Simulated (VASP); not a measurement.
PbS (rocksalt type): single point with PBE

PbS (rocksalt type):

```
Pb S
1.0
     0.00000    2.58896    2.58896
     2.58896    0.00000    2.58896
     2.58896    2.58896    0.00000
Pb S
1 1
Cartesian
  0.0000 0.0000 0.0000
  2.5890 2.5890 2.5890
```

This cell differs from its parent crystal: volume scaled by 0.64.

```yaml
Program: VASP 6.6.1
Task: single point
Functional: PBE
Potentials_or_basis: VASP PAW PBE potentials, release 64 (Pb_d, S)
Cutoff: 520 eV
k_mesh: 14 × 14 × 14
Occupations: fermi-dirac, width 0.1 eV
Spin: no spin polarisation
Dipole_correction: no
Further_INCAR_settings: ALGO = Normal; EDIFF = 1e-06; NBANDS = 17
```

```
Pressure               : 59.2 GPa
Band gap on the k mesh : 0.06 eV, indirect (least direct gap 0.46 eV)
```

Levels at points of the mesh, in eV from the valence-band top:
```
           k point  band 8  band 9  band 10  band 11  band 12  band 13
(0.00, 0.00, 0.00)   -4.25   -4.25    -4.25     5.78     5.78     5.78
(0.50, 0.00, 0.00)   -3.22   -3.22    -0.74     0.91     0.91     1.46
(0.50, 0.50, 0.00)   -7.76   -6.31    -6.31     2.09     7.35     7.79
```

It took 25 s on 1 thread of Intel(R) Xeon(R) 6975P-C (Granite Rapids) (shared host), peak memory 0.2 GiB.

Caveat: spin-orbit coupling is left out, which moves the levels of the heavy elements. A k mesh can miss the band edges.
